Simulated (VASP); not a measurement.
# GaP (F-43m) in VASP: a series of runs

The runs below take GaP through single point, relaxation of cell and atoms, with PBEsol.

Program: VASP 6.6.1. These are calculated values, not measurements. Logs are shortened: lines on timing, memory, paths and dates and some standing lists are left out, and cuts for length are marked.

### Step 1. The cell of the first run

Symmetry: F-43m, No. 216, cubic system. Conventional cell: a = 5.056 Å, b = 5.056 Å, c = 5.056 Å, α = 90.00°, β = 90.00°, γ = 90.00°. Within 2.9 Å of Ga (site symmetry -43m) lie 4 P at 2.19 Å. Within 2.9 Å of P (site symmetry -43m) lie 4 Ga at 2.19 Å.

### Step 2. Single point, PBEsol

The input, INCAR:

```
SYSTEM = GaP
PREC = Accurate
ENCUT = 520
EDIFF = 1E-7
ISMEAR = 0
SIGMA = 0.01
LREAL = .False.
LASPH = .True.
NELM = 60
ALGO = Normal
ISIF = 2
LWAVE = .False.
LCHARG = .False.
GGA = PS
NBANDS = 16
```

The input, KPOINTS:

```
regular mesh
0
Gamma
  8 8 8
  0 0 0
```

The input, POSCAR:

```
GaP
1.0
    0.0000000000      2.5278518032      2.5278518032
    2.5278518032      0.0000000000      2.5278518032
    2.5278518032      2.5278518032      0.0000000000
Ga P
1 1
Direct
    0.0000000000      0.0000000000      0.0000000000
    0.7500000000      0.7500000000      0.7500000000
```

Potentials or basis: VASP PAW PBE potentials, release 64 (Ga_d, P).

Started as:

```sh
$ cat potpaw_PBE.64/Ga_d/POTCAR potpaw_PBE.64/P/POTCAR > POTCAR
$ mpirun -np 1 vasp_std > vasp.out
```

OUTCAR:

```text
SYSTEM = GaP
   PREC = Accurate
   ENCUT = 520
   EDIFF = 1E-7
   ISMEAR = 0
   LREAL = .False.
   LASPH = .True.
   NELM = 60
   ISIF = 2
   GGA = PS

 ion  position               nearest neighbor table
   1  0.000  0.000  0.000-   2 2.19   2 2.19   2 2.19   2 2.19
   2  0.750  0.750  0.750-   1 2.19   1 2.19   1 2.19   1 2.19

  LATTYP: Found a face centered cubic cell.
 ALAT       =     5.0557036064

  Lattice vectors:

 A1 = (   0.0000000000,   2.5278518032,   2.5278518032)
 A2 = (   2.5278518032,   0.0000000000,   2.5278518032)
 A3 = (   2.5278518032,   2.5278518032,   0.0000000000)

Analysis of symmetry for initial positions (statically):
=====================================================================
 Subroutine PRICEL returns:
 Original cell was already a primitive cell.

 Routine SETGRP: Setting up the symmetry group for a
 face centered cubic supercell.

 Subroutine GETGRP returns: Found 24 space group operations
 (whereof 24 operations were pure point group operations)
 out of a pool of 48 trial point group operations.

The static configuration has the point symmetry T_d .

Analysis of symmetry for dynamics (positions and initial velocities):
=====================================================================
 Subroutine PRICEL returns:
 Original cell was already a primitive cell.

 Routine SETGRP: Setting up the symmetry group for a
 face centered cubic supercell.

 Subroutine GETGRP returns: Found 24 space group operations
 (whereof 24 operations were pure point group operations)
 out of a pool of 48 trial point group operations.

The dynamic configuration has the point symmetry T_d .

 Subroutine INISYM returns: Found 24 space group operations
 (whereof 24 operations are pure point group operations),
 and found     1 'primitive' translations

----------------------------------------------------------------------------------------

                                     Primitive cell

  volume of cell :      32.3061

  direct lattice vectors                    reciprocal lattice vectors
     0.000000000  2.527851803  2.527851803    -0.197796405  0.197796405  0.197796405
     2.527851803  0.000000000  2.527851803     0.197796405 -0.197796405  0.197796405
     2.527851803  2.527851803  0.000000000     0.197796405  0.197796405 -0.197796405

  length of vectors
     3.574922304  3.574922304  3.574922304     0.342593424  0.342593424  0.342593424

  position of ions in fractional coordinates (direct lattice)
     0.000000000  0.000000000  0.000000000
     0.750000000  0.750000000  0.750000000

  ion indices of the primitive-cell ions
   primitive index   ion index
                 1           1
                 2           2

----------------------------------------------------------------------------------------

 KPOINTS: regular mesh

Automatic generation of k-mesh.
 Grid dimensions read from file:
 generate k-points for:    8    8    8

 Generating k-lattice:

  Cartesian coordinates                     Fractional coordinates (reciprocal lattice)
    -0.024724551  0.024724551  0.024724551     0.125000000  0.000000000  0.000000000
     0.024724551 -0.024724551  0.024724551     0.000000000  0.125000000  0.000000000
     0.024724551  0.024724551 -0.024724551     0.000000000  0.000000000  0.125000000

  Length of vectors
     0.042824178  0.042824178  0.042824178

  Shift w.r.t. Gamma in fractional coordinates (k-lattice)
     0.000000000  0.000000000  0.000000000

 Subroutine IBZKPT returns following result:
 ===========================================

 Found     29 irreducible k-points:

 Following reciprocal coordinates:
            Coordinates               Weight
  0.000000  0.000000  0.000000      1.000000
  0.125000  0.000000  0.000000      8.000000
  0.250000  0.000000  0.000000      8.000000
  0.375000  0.000000  0.000000      8.000000
  0.500000  0.000000  0.000000      4.000000
  0.125000  0.125000  0.000000      6.000000
[... 16 lines left out ...]
  0.500000  0.250000  0.125000     48.000000
 -0.375000  0.250000  0.125000     24.000000
 [... further k-points ...]
   k-points           NKPTS =     29   k-points in BZ     NKDIM =     29   number of bands    NBANDS=     16
   number of dos      NEDOS =    301   number of ions     NIONS =      2
   total plane-waves  NPLWV =  21952
   dimension x,y,z NGX =    28 NGY =   28 NGZ =   28
   dimension x,y,z NGXF=    56 NGYF=   56 NGZF=   56
   ions per type =               1   1
   NGX,Y,Z   is equivalent  to a cutoff of  13.02, 13.02, 13.02 a.u.
   NGXF,Y,Z  is equivalent  to a cutoff of  26.04, 26.04, 26.04 a.u.
 SYSTEM =  GaP
   PREC   = accura    normal or accurate (medium, high low for compatibility)
   ISTART =      0    job   : 0-new  1-cont  2-samecut
   ICHARG =      2    charge: 1-file 2-atom 10-const
   ISPIN  =      1    spin polarized calculation?
   LNONCOLLINEAR =      F non collinear calculations
   LSORBIT =      F    spin-orbit coupling
   LASPH  =      T    aspherical Exc in radial PAW
   ENCUT  =  520.0 eV  38.22 Ry    6.18 a.u.   6.65  6.65  6.65*2*pi/ulx,y,z
   NELM   =     60;   NELMIN=  2; NELMDL= -5     # of ELM steps
   EDIFF  = 0.1E-06   stopping-criterion for ELM
   LREAL  =      F    real-space projection
   EDIFFG = 0.1E-05   stopping-criterion for IOM
   NSW    =      0    number of steps for IOM
   IBRION =     -1    ionic relax: 0-MD 1-quasi-New 2-CG
   NFREE  =      0    steps in history (QN), initial steepest desc. (CG)
   ISIF   =      2    stress and relaxation
   ISYM   =      2    0-nonsym 1-usesym 2-fastsym
   POTIM  = 0.5000    time-step for ionic-motion
   TEBEG  =    0.0;   TEEND  =   0.0 temperature during run
   PSTRESS=    0.0 pullay stress
   NELECT =      18.0000    total number of electrons
   NUPDOWN=      -1.0000    fix difference up-down
   EMIN   =  10.00;   EMAX   =-10.00  energy-range for DOS
   EFERMI =   0.00;   METHOD = LEGACY
   ISMEAR =     0;   SIGMA  =   0.01  broadening in eV -4-tet -1-fermi 0-gaus
   EFERMI_NEDOS =   21; number of points for ismear=-14 and -15
   IALGO  =     38    algorithm
   IMIX   =      4    mixing-type and parameters
     AMIX     =   0.40;   BMIX     =  1.00
     AMIX_MAG =   1.60;   BMIX_MAG =  1.00
  volume/ion in A,a.u.               =      16.15       109.01
  Fermi-wavevector in a.u.,A,eV,Ry     =   1.347113  2.545675 24.690679  1.814714
  Thomas-Fermi vector in A             =   2.474890
   LORBIT       =      0    0 simple, 1 ext, 2 COOP (PROOUT), +10 PAW based schemes
   GGA     = PS    functional components
   LHFCALC =     F    Hartree Fock is set to
   AEXX    =    0.0000 exact exchange contribution
   IVDW    =     0    specifies the selected vdW correction
   LEPSILON=     F    determine dielectric tensor
   LRPA    =     F    only Hartree local field effects (RPA)
 non-spin polarized calculation
 Gauss-broadening in eV      SIGMA  =   0.01
  energy-cutoff  :      520.00
  volume of cell :       32.31
 maximum number of plane-waves:       893
   NGX = 13   NGY = 13   NGZ = 13

 number of electron      17.9999988 magnetization

 Free energy of the ion-electron system (eV)
  ---------------------------------------------------
  ext. energy  EPLUGINS =         0.00000000
  ---------------------------------------------------
  free energy    TOTEN  =        -9.31681869 eV

  energy without entropy =       -9.31681869  energy(sigma->0) =       -9.31681869

 E-fermi :   7.3003     XC(G=0): -11.0808

 val. band max:        7.1870872303   @ k =   0.0000   0.0000   0.0000
 cond. band min:       8.1414670005   @ k =   0.5000   0.5000   0.0000
 fundamental gap:      0.9543797702
 Fermi energy:         7.3002763765

 k-point     1 :       0.0000    0.0000    0.0000
  band No.  band energies     occupation
      1      -7.9800      2.00000
      2      -7.9800      2.00000
      3      -7.9800      2.00000
      4      -7.7881      2.00000
      5      -7.7881      2.00000
      6      -7.2961      2.00000
[... 8 lines left out ...]
     15      17.2376      0.00000
     16      17.2376      0.00000

 k-point     2 :       0.1250    0.0000    0.0000
  band No.  band energies     occupation
      1      -8.0318      2.00000
      2      -7.9704      2.00000
      3      -7.9704      2.00000
      4      -7.7885      2.00000
      5      -7.7885      2.00000
      6      -7.0066      2.00000
[... 8 lines left out ...]
     15      16.4338      0.00000
     16      17.7920      0.00000

 k-point     3 :       0.2500    0.0000    0.0000
  band No.  band energies     occupation
      1      -8.1062      2.00000
      2      -7.9504      2.00000
      3      -7.9504      2.00000
      4      -7.7861      2.00000
      5      -7.7861      2.00000
      6      -6.2328      2.00000
[... 8 lines left out ...]
     15      16.2587      0.00000
     16      17.5675      0.00000

 k-point     4 :       0.3750    0.0000    0.0000
  band No.  band energies     occupation
      1      -8.1576      2.00000
      2      -7.9359      2.00000
      3      -7.9359      2.00000
      4      -7.7778      2.00000
      5      -7.7778      2.00000
      6      -5.1194      2.00000
[... 8 lines left out ...]
     15      17.8035      0.00000
     16      18.2936      0.00000
[... 324 lines left out ...]
 k-point    22 :       0.3750    0.2500    0.1250
  band No.  band energies     occupation
      1      -8.1393      2.00000
      2      -7.9275      2.00000
      3      -7.9185      2.00000
      4      -7.8168      2.00000
      5      -7.7697      2.00000
      6      -5.5946      2.00000
[... 8 lines left out ...]
     15      19.2991      0.00000
     16      20.9630      0.00000

 k-point    23 :       0.5000    0.2500    0.1250
  band No.  band energies     occupation
      1      -8.1641      2.00000
      2      -7.9210      2.00000
      3      -7.9003      2.00000
      4      -7.8117      2.00000
      5      -7.7702      2.00000
      6      -4.5352      2.00000
[... 8 lines left out ...]
     15      19.8311      0.00000
     16      20.9853      0.00000

 k-point    24 :      -0.3750    0.2500    0.1250
  band No.  band energies     occupation
      1      -8.1731      2.00000
      2      -7.9205      2.00000
      3      -7.8941      2.00000
      4      -7.8030      2.00000
      5      -7.7737      2.00000
      6      -3.7998      2.00000
[... 8 lines left out ...]
     15      19.7977      0.00000
     16      21.0285      0.00000

 [... further k-points ...]
[... 5 lines left out ...]
  --------------------------------------------------------------------------------------
  -------------------------------------------------------------------------------------
  Total        6.0036196      6.0036196      6.0036196     -0.0000000      0.0000000     -0.0000000
  in kB      297.7411931    297.7411931    297.7411931     -0.0000000      0.0000000     -0.0000000
  external PRESSURE =     297.7411931 kB  Pullay stress =       0.0000000 kB

 VOLUME and BASIS-vectors are now :
 -----------------------------------------------------------------------------
  energy-cutoff  :      520.00
  volume of cell :       32.31
      direct lattice vectors                 reciprocal lattice vectors
     0.000000000  2.527851803  2.527851803    -0.197796405  0.197796405  0.197796405
     2.527851803  0.000000000  2.527851803     0.197796405 -0.197796405  0.197796405
     2.527851803  2.527851803  0.000000000     0.197796405  0.197796405 -0.197796405

 POSITION                                       TOTAL-FORCE (eV/Angst)
 -----------------------------------------------------------------------------------
      0.00000      0.00000      0.00000        -0.000000     -0.000000     -0.000000
      3.79178      3.79178      3.79178         0.000000      0.000000      0.000000
 -----------------------------------------------------------------------------------
    total drift:                               -0.000001     -0.000001     -0.000001

  FREE ENERGIE OF THE ION-ELECTRON SYSTEM (eV)
  ---------------------------------------------------
  free  energy   TOTEN  =        -9.3168186860 eV

  energy  without entropy=       -9.3168186860  energy(sigma->0) =       -9.31681869
```

It took 19 s on 1 thread of Intel Xeon 8259CL, shared host; peak memory 0.16 GiB.

Results:

```
Free energy            : -9.3168 eV
Pressure               : 29.8 GPa
Band gap on the k mesh : 0.95 eV (least direct gap 3.66 eV)
```

Levels at points of the mesh, in eV from the valence-band top:
| k point | band 5 | band 6 | band 7 | band 8 | band 9 | band 10 | band 11 | band 12 | band 13 | band 14 |
| --- | --- | --- | --- | --- | --- | --- | --- | --- | --- | --- |
| (0.00, 0.00, 0.00) | -14.98 | -14.48 | 0.00 | 0.00 | 0.00 | 3.66 | 3.67 | 3.67 | 3.67 | 9.63 |
| (0.50, 0.00, 0.00) | -14.96 | -11.53 | -8.23 | -1.51 | -1.51 | 2.26 | 4.48 | 4.48 | 8.33 | 12.36 |
| (0.50, 0.50, 0.00) | -14.93 | -10.31 | -8.04 | -3.62 | -3.62 | 0.95 | 1.33 | 12.20 | 12.20 | 12.86 |

Caveat: the cell stands under pressure; the PAW data sets were made with another functional, which shifts forces and pressure a little. A k mesh can miss the band edges.

### Step 3. Relaxation of cell and atoms, PBEsol, target pressure 30 GPa, at which the enthalpy is minimised

This run uses another cell than the first one, of 20.11 Å³/atom.

The input, INCAR:

```
SYSTEM = GaP
  PREC = Accurate
  ENCUT = 600
  EDIFF = 1E-7
  ISMEAR = 0
  SIGMA = 0.01
  LREAL = .False.
  LASPH = .True.
  NELM = 60
  ALGO = Normal
  ISIF = 3
  LWAVE = .False.
  LCHARG = .False.
  GGA = PS
  IBRION = 2
  NSW = 80
  EDIFFG = -0.001
  PSTRESS = 300.0
```

The input, KPOINTS:

```
Automatic mesh
0
Gamma
  8 8 8
  0 0 0
```

The input, POSCAR:

```
GaP
1.0
    0.0000000000      2.7192250944      2.7192250944
    2.7192250944      0.0000000000      2.7192250944
    2.7192250944      2.7192250944      0.0000000000
Ga P
1 1
Direct
    0.0000000000      0.0000000000      0.0000000000
    0.7500000000      0.7500000000      0.7500000000
```

Potentials or basis: VASP PAW PBE potentials, release 64 (Ga_d, P).

Started as:

```sh
$ cat potpaw_PBE.64/Ga_d/POTCAR potpaw_PBE.64/P/POTCAR > POTCAR
$ mpirun -np 1 vasp_std > vasp.out
```

Wall time 1.9 min (1 thread of Intel Xeon 8259CL, shared host); peak memory 0.2 GiB.

The run converged. Its results:

```
Free energy                                                : -9.3121 eV
Relaxed volume                                             : 16.14 Å³/atom
Relaxed cell                                               : a = 3.574 Å, b = 3.574 Å, c = 3.574 Å, α = 60.00°, β = 60.00°, γ = 60.00°
Space group after relaxing (to 0.1 Å)                      : F-43m (No. 216)
Energy change on relaxing (the run minimises the enthalpy) : +304.5 meV/atom
Ionic steps                                                : 5
Pressure after relaxing                                    : 30.0 GPa
Band gap on the k mesh                                     : 0.95 eV (least direct gap 3.66 eV)
```

Step by step:
```csv
step,energy change (eV),largest force (eV/Å),pressure (GPa),volume (Å³)
1,0.0000,0.0000,-0.07,40.21
2,6.1501,0.0000,182.07,22.01
3,0.4641,0.0000,25.05,33.12
4,0.5619,0.0000,28.43,32.53
5,0.6090,0.0000,30.00,32.27
```

Final structure:
```yaml
crystal:
  lattice:
    - [0.00000, 2.52697, 2.52697]
    - [2.52697, 0.00000, 2.52697]
    - [2.52697, 2.52697, 0.00000]
  atoms:
    - { symbol: Ga, position: [0.00000, 0.00000, 0.00000] }
    - { symbol: P, position: [0.75000, 0.75000, 0.75000] }
```

Levels at points of the mesh, in eV from the valence-band top:
| k point | band 7 | band 8 | band 9 | band 10 | band 11 | band 12 |
| --- | --- | --- | --- | --- | --- | --- |
| (0.00, 0.00, 0.00) | 0.00 | 0.00 | 0.00 | 3.66 | 3.66 | 3.66 |
| (0.50, 0.00, 0.00) | -8.23 | -1.52 | -1.52 | 2.27 | 4.48 | 4.48 |
| (0.50, 0.50, 0.00) | -8.04 | -3.63 | -3.63 | 0.95 | 1.33 | 12.21 |

Caveat: the cell is relaxed towards a set pressure, so the run minimises the enthalpy, not the energy; the volume moved by over 15 % at a fixed basis, so the end points are rough; the PAW data sets were made with another functional, which shifts forces and pressure a little. A k mesh can miss the band edges.
